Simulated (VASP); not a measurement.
# Mn (I4_1/amd) in VASP: relaxation of cell and atoms with LDA

Aim: the relaxation of cell and atoms of Mn with LDA.

Everything below comes from runs of VASP 6.6.1. Logs are shortened: lines on timing, memory, paths and dates and some standing lists are left out, and cuts for length are marked.

## 1. The cell of the first run

Symmetry: I4_1/amd, No. 141, tetragonal system. The conventional cell has a = 4.488 Å, b = 4.488 Å, c = 2.450 Å, α = 90.00°, β = 90.00°, γ = 90.00°. Mn (site symmetry -4m2) has 10 Mn at 2.33 to 2.90 Å within 3.1 Å.

## 2. Relaxation of cell and atoms, LDA

INCAR

```
SYSTEM = Mn
PREC = Accurate
ENCUT = 500
EDIFF = 1E-7
ISMEAR = -1
SIGMA = 0.1
LREAL = .FALSE.
LASPH = .TRUE.
NELM = 120
ALGO = Normal
ISIF = 3
LWAVE = .FALSE.
LCHARG = .FALSE.
IBRION = 2
NSW = 80
EDIFFG = -0.01
ISYM = 0
GGA_COMPAT = .FALSE.
NELMIN = 4
```

KPOINTS

```
regular mesh
0
G
  14 14 10
  0 0 0
```

POSCAR

```
Mn
1.0
   -2.2438589898      2.2438589898      1.2251470084
    2.2438589898     -2.2438589898      1.2251470084
    2.2438589898      2.2438589898     -1.2251470084
Mn
2
Direct
    0.0000000000      0.0000000000      0.0000000000
    0.7500000000      0.2500000000      0.5000000000
```

Potentials or basis: VASP PAW LDA potentials, release 64 (Mn_pv).

Launch:

```sh
$ cat potpaw_LDA.64/Mn_pv/POTCAR > POTCAR
$ mpirun -np 1 vasp_std > vasp.out
```

OUTCAR:

```text
SYSTEM = Mn
   PREC = Accurate
   ENCUT = 500
   EDIFF = 1E-7
   ISMEAR = -1
   LREAL = .FALSE.
   LASPH = .TRUE.
   NELM = 120
   ISIF = 3
   IBRION = 2
   NSW = 80
   EDIFFG = -0.01
   ISYM = 0
   NELMIN = 4

 ion  position               nearest neighbor table
   1  0.000  0.000  0.000-   2 2.33   2 2.33   2 2.33   2 2.33   2 2.90   2 2.90   2 2.90   2 2.90

   2  0.750  0.250  0.500-   1 2.33   1 2.33   1 2.33   1 2.33   1 2.90   1 2.90   1 2.90   1 2.90

IMPORTANT INFORMATION: All symmetrisations will be switched off!
NOSYMM: (Re-)initialisation of all symmetry stuff for point group C_1.

----------------------------------------------------------------------------------------

                                     Primitive cell

  volume of cell :      24.6740

  direct lattice vectors                    reciprocal lattice vectors
    -2.243858990  2.243858990  1.225147008     0.000000000  0.222830402  0.408114289
     2.243858990 -2.243858990  1.225147008     0.222830402  0.000000000  0.408114289
     2.243858990  2.243858990 -1.225147008     0.222830402  0.222830402  0.000000000

  length of vectors
     3.401586619  3.401586619  3.401586619     0.464984581  0.464984581  0.315129776

  position of ions in fractional coordinates (direct lattice)
     0.000000000  0.000000000  0.000000000
     0.750000000  0.250000000  0.500000000

  ion indices of the primitive-cell ions
   primitive index   ion index
                 1           1
                 2           2

----------------------------------------------------------------------------------------

 KPOINTS: regular mesh

Automatic generation of k-mesh.
 Grid dimensions read from file:
 generate k-points for:   14   14   10

 Generating k-lattice:

  Cartesian coordinates                     Fractional coordinates (reciprocal lattice)
     0.000000000  0.015916457  0.029151021     0.071428571  0.000000000 -0.000000000
     0.015916457  0.000000000  0.029151021     0.000000000  0.071428571 -0.000000000
     0.022283040  0.022283040  0.000000000     0.000000000  0.000000000  0.100000000

  Length of vectors
     0.033213184  0.033213184  0.031512978

  Shift w.r.t. Gamma in fractional coordinates (k-lattice)
     0.000000000  0.000000000  0.000000000

 -----------------------------------------------------------------------------
|                                                                             |
|           W    W    AA    RRRRR   N    N  II  N    N   GGGG   !!!           |
|           W    W   A  A   R    R  NN   N  II  NN   N  G    G  !!!           |
|           W    W  A    A  R    R  N N  N  II  N N  N  G       !!!           |
|           W WW W  AAAAAA  RRRRR   N  N N  II  N  N N  G  GGG   !            |
|           WW  WW  A    A  R   R   N   NN  II  N   NN  G    G                |
|           W    W  A    A  R    R  N    N  II  N    N   GGGG   !!!           |
[... 67 lines left out ...]
   NSW    =     80    number of steps for IOM
   IBRION =      2    ionic relax: 0-MD 1-quasi-New 2-CG
   NFREE  =      1    steps in history (QN), initial steepest desc. (CG)
   ISIF   =      3    stress and relaxation
   ISYM   =      0    0-nonsym 1-usesym 2-fastsym
   POTIM  = 0.5000    time-step for ionic-motion
   TEBEG  =    0.0;   TEEND  =   0.0 temperature during run
   PSTRESS=    0.0 pullay stress
   NELECT =      26.0000    total number of electrons
   NUPDOWN=      -1.0000    fix difference up-down
   EMIN   =  10.00;   EMAX   =-10.00  energy-range for DOS
   EFERMI =   0.00;   METHOD = LEGACY
   ISMEAR =    -1;   SIGMA  =   0.10  broadening in eV -4-tet -1-fermi 0-gaus
   EFERMI_NEDOS =   21; number of points for ismear=-14 and -15
   IALGO  =     38    algorithm
   IMIX   =      4    mixing-type and parameters
     AMIX     =   0.40;   BMIX     =  1.00
     AMIX_MAG =   1.60;   BMIX_MAG =  1.00
  volume/ion in A,a.u.               =      12.34        83.25
  Fermi-wavevector in a.u.,A,eV,Ry     =   1.665915  3.148123 37.759879  2.775273
  Thomas-Fermi vector in A             =   2.752202
   LORBIT       =      0    0 simple, 1 ext, 2 COOP (PROOUT), +10 PAW based schemes
   GGA     = CA    functional components
   LHFCALC =     F    Hartree Fock is set to
   AEXX    =    0.0000 exact exchange contribution
   IVDW    =     0    specifies the selected vdW correction
   LEPSILON=     F    determine dielectric tensor
   LRPA    =     F    only Hartree local field effects (RPA)
 conjugate gradient relaxation of ions
 non-spin polarized calculation
  energy-cutoff  :      500.00
  volume of cell :       24.67
 maximum number of plane-waves:       652
 NGX is ok and might be reduce to    28
   NGX = 13   NGY = 13   NGZ = 13

--------------------------------------- Ionic step        1  -------------------------------------------

 number of electron      25.9999986 magnetization

 Free energy of the ion-electron system (eV)
  ---------------------------------------------------
  ext. energy  EPLUGINS =         0.00000000
  ---------------------------------------------------
  free energy    TOTEN  =       -18.74756165 eV

  energy without entropy =      -18.60658629  energy(sigma->0) =      -18.67707397

 E-fermi :   8.7174     XC(G=0): -13.4676

 val. band max:        8.7162278227   @ k =  -0.4286  -0.2143   0.4000
 cond. band min:       8.7181265282   @ k =   0.5000  -0.2143   0.4000
 fundamental gap:      0.0018987055
 Fermi energy:         8.7173533335

 k-point     1 :       0.0000    0.0000    0.0000
  band No.  band energies     occupation
      1     -39.2304      2.00000
      2     -39.2303      2.00000
      3     -38.6832      2.00000
      4     -38.6741      2.00000
      5     -38.6104      2.00000
      6     -38.6104      2.00000
[... 572 lines left out ...]
  FREE ENERGIE OF THE ION-ELECTRON SYSTEM (eV)
  ---------------------------------------------------
  free  energy   TOTEN  =       -19.0396199645 eV

  energy  without entropy=      -18.9197940182  energy(sigma->0) =      -18.97970699

[... ionic steps 4 to 7 ...]

--------------------------------------- Ionic step        8  -------------------------------------------

 number of electron      26.0000000 magnetization

------------------------ aborting loop because EDIFF is reached ----------------------------------------
[... 67 lines left out ...]
--------------------------------------- Ionic step       10  -------------------------------------------

 number of electron      26.0000001 magnetization

 Free energy of the ion-electron system (eV)
  ---------------------------------------------------
  ext. energy  EPLUGINS =         0.00000000
  ---------------------------------------------------
  free energy    TOTEN  =       -19.04459196 eV

  energy without entropy =      -18.92891394  energy(sigma->0) =      -18.98675295

 E-fermi :  10.5763     XC(G=0): -14.2505

 val. band max:       10.5753168598   @ k =   0.0714   0.0000   0.5000
 cond. band min:      10.5770621253   @ k =   0.5000   0.2857   0.4000
 fundamental gap:      0.0017452655
 Fermi energy:        10.5763212849

 k-point     1 :       0.0000    0.0000    0.0000
  band No.  band energies     occupation
      1     -37.6195      2.00000
      2     -37.6189      2.00000
      3     -36.7829      2.00000
      4     -36.7730      2.00000
      5     -36.7425      2.00000
      6     -36.7424      2.00000
[... 500 lines left out ...]
  FREE ENERGIE OF THE ION-ELECTRON SYSTEM (eV)
  ---------------------------------------------------
  free  energy   TOTEN  =       -19.0445919631 eV

  energy  without entropy=      -18.9289139439  energy(sigma->0) =      -18.98675295

 reached required accuracy - stopping structural energy minimisation
```

CONTCAR:

```text
Mn
   1.00000000000000
    -2.1650596630515793    2.1648816529048740    1.1530191101129235
     2.1648813790973946   -2.1650598632350131    1.1530189680379019
     2.1656185848614968    2.1656187898407446   -1.1533480250622599
  Mn
     2
Direct
     0.0000807443740839    0.9999189252041988    0.9999999985987552
     0.7499192556259160    0.2500810747958012    0.5000000014012448

  0.00000000E+00  0.00000000E+00  0.00000000E+00
  0.00000000E+00  0.00000000E+00  0.00000000E+00
```

It took 26 min on 1 thread of Intel Xeon 6975P-C (Granite Rapids), shared host; peak memory 0.46 GiB.

Results:

```
Free energy                           : -19.0446 eV
Relaxed volume                        : 10.81 Å³/atom
Relaxed cell                          : a = 3.272 Å, b = 3.272 Å, c = 3.273 Å, α = 97.14°, β = 97.14°, γ = 138.73°
Space group after relaxing (to 0.1 Å) : I4_1/amd (No. 141)
Energy gained by relaxing             : 148.5 meV/atom
Ionic steps                           : 10
Pressure after relaxing               : 0.0 GPa
Largest force after relaxing          : 0.004 eV/Å
Band gap on the k mesh                : zero (bands 13 and 14 overlap by 1.11 eV)
```

Forces in eV/Å, atoms in the order of the input:
```
Mn  -0.003  0.003  0.000
Mn   0.003 -0.003  0.000
```

The path:
| step | energy change (eV) | largest force (eV/Å) | pressure (GPa) | volume (Å³) |
| --- | --- | --- | --- | --- |
| 1 | 0.0000 | 0.0025 | -27.36 | 24.67 |
| 2 | 0.4896 | 0.0094 | 79.54 | 17.89 |
| 3 | -0.2921 | 0.0049 | -1.83 | 21.77 |
| 4 | -0.2929 | 0.0050 | -0.31 | 21.66 |
| 5 | -0.2929 | 0.0051 | 0.46 | 21.60 |
| 6 | -0.2962 | 0.0043 | 0.49 | 21.59 |
| 7 | -0.2969 | 0.0036 | 0.59 | 21.58 |
| 8 | -0.2969 | 0.0036 | 0.59 | 21.58 |
| 9 | -0.2968 | 0.0036 | -1.02 | 21.70 |
| 10 | -0.2970 | 0.0037 | -0.03 | 21.62 |

Final structure:
```yaml
crystal:
  lattice:
    - [-2.16506, 2.16488, 1.15302]
    - [2.16488, -2.16506, 1.15302]
    - [2.16562, 2.16562, -1.15335]
  atoms:
    - { symbol: Mn, position: [0.00008, 0.99992, 0.00000] }
    - { symbol: Mn, position: [0.74992, 0.25008, 0.50000] }
```

Levels at points of the mesh, in eV from the Fermi level:
```
           k point  band 11  band 12  band 13  band 14  band 15  band 16
(0.00, 0.00, 0.00)    -2.59     0.45     0.45     0.48     0.48     1.77
(0.50, 0.00, 0.00)    -1.09    -0.97    -0.25     0.50     1.41     1.44
(0.00, 0.50, 0.00)    -1.09    -0.97    -0.25     0.50     1.41     1.44
(0.50, 0.50, 0.00)    -1.75    -1.74     0.04     0.05     1.05     1.05
(0.00, 0.00, 0.50)    -1.74    -1.74     0.04     0.04     1.05     1.05
(0.50, 0.00, 0.50)    -1.10    -0.97    -0.25     0.50     1.41     1.44
(0.00, 0.50, 0.50)    -1.10    -0.97    -0.25     0.50     1.41     1.44
(0.50, 0.50, 0.50)    -0.75    -0.75    -0.17    -0.17     0.68     0.68
```

Caveat: the run has no spin polarisation, though such a crystal can be magnetic. Spin polarisation is off, so any magnetic state and its effect on volume and gap are missing.
